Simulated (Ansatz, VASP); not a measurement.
Two plane-wave programs on BN

The input INCAR:

```
PREC = Accurate ; ENCUT = 520
EDIFF = 1E-8 ; ISMEAR = -1
SIGMA = 0.03 ; LREAL = F
LASPH = T ; NELM = 60
ALGO = Normal ; ISIF = 2
LWAVE = F ; LCHARG = F
GGA = PE ; LEFG = T
NBANDS = 11
```

File KPOINTS:

```
Automatic mesh
0
Gamma
  16 16 16
```

Contents of POSCAR:

```
BN
1.0
    0.0000000000      1.8362026587      1.8362026587
    1.8362026587      0.0000000000      1.8362026587
    1.8362026587      1.8362026587      0.0000000000
B N
1 1
Direct
    0.0000000000      0.0000000000      0.0000000000
    0.2500000000      0.2500000000      0.2500000000
```

Input for Ansatz:

```yaml
crystal:
  lattice:
    - [0.0, 1.8362026587, 1.8362026587]
    - [1.8362026587, 0.0, 1.8362026587]
    - [1.8362026587, 1.8362026587, 0.0]
  atoms:
    - { symbol: B, position: [0.0, 0.0, 0.0] }
    - { symbol: "N", position: [0.25, 0.25, 0.25] }
kpoints:
  mp_grid: { grid: [16, 16, 16] }
scf:
  occupations: { method: fermi_dirac, width: 0.03 }
hamiltonian:
  xc: pbe
  pseudopotentials: { kind: paw }
output:
  forces: true
  stress: true
  eigenvalues: true
  efg: { contact_densities: true }
```

Change from the starting cell: volume scaled by 1.04, PAW files.

Alike in both runs: task electric field gradients; functional PBE; k mesh 16 × 16 × 16; occupations fermi-dirac, width 0.03 eV; no spin polarisation.

|  | VASP | Ansatz |
| --- | --- | --- |
| version | VASP 6.6.1 | Ansatz 0.2.0 |
| potentials or method | VASP PAW PBE potentials, release 64 (B, N) | PAW with Ansatz's default frozen-core files, scalar-relativistic |
| plane-wave cutoff (eV) | 520 | 420 |
| valence electrons in the cell | 8 | 8 |

```csv
,VASP,Ansatz,Ansatz less VASP
gap on the k mesh at the Fermi level (eV),4.41,4.42,+0.011
pressure (GPa),-13.4,-13.5,-0.11
```

The functional is the same, so the differences come from potentials, cutoffs and numerics.
